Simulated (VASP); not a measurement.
# Ge: single point with PBEsol

Crystal: Ge.

```
CELL_PARAMETERS angstrom
4.92388 2.84281 1.95270
-4.92388 2.84281 1.95270
0.00000 -5.68561 1.95270
ATOMIC_POSITIONS crystal
Ge 0.71602 0.71602 0.71602
Ge 0.28398 0.28398 0.28398
Ge 0.03029 0.72620 0.53379
Ge 0.53379 0.03029 0.72620
Ge 0.72620 0.53379 0.03029
Ge 0.96971 0.27380 0.46621
Ge 0.46621 0.96971 0.27380
Ge 0.27380 0.46621 0.96971
```

- Program: VASP 6.6.1
- Task: single point
- Functional: PBEsol
- Potentials or basis: VASP PAW PBE potentials, release 64 (Ge_d)
- Cutoff: 520 eV
- k mesh: 9 × 9 × 9
- Occupations: gaussian, width 0.1 eV
- Spin: no spin polarisation
- Dipole correction: no
- Further INCAR settings: ALGO = Fast; EDIFF = 1e-06; NBANDS = 66

```json
{
  "Pressure": "-0.1 GPa",
  "Band gap on the k mesh": "zero (bands 56 and 57 overlap by 0.39 eV)"
}
```

Forces on the atoms (eV/Å):
```
Ge   0.000  0.000 -0.003
Ge   0.000  0.000  0.003
Ge  -0.001  0.001 -0.001
Ge  -0.001 -0.001 -0.001
Ge   0.001  0.000 -0.001
Ge   0.001 -0.001  0.001
Ge   0.001  0.001  0.001
Ge  -0.001  0.000  0.001
```

Levels at points of the mesh, in eV from the Fermi level:
```tsv
k point	band 52	band 53	band 54	band 55	band 56	band 57	band 58	band 59	band 60	band 61
(0.00, 0.00, 0.00)	-3.68	-3.68	-1.24	-1.24	-0.71	1.48	1.83	1.83	4.38	4.38
```

Run time: 60 min on 1 thread of Oxide Virtual Turin-like Processor, on a shared host, peak memory 0.9 GiB.

Caveat: semilocal functionals underestimate gaps, so a narrow gap can read as zero; the PAW data sets were made with another functional, which shifts forces and pressure a little.
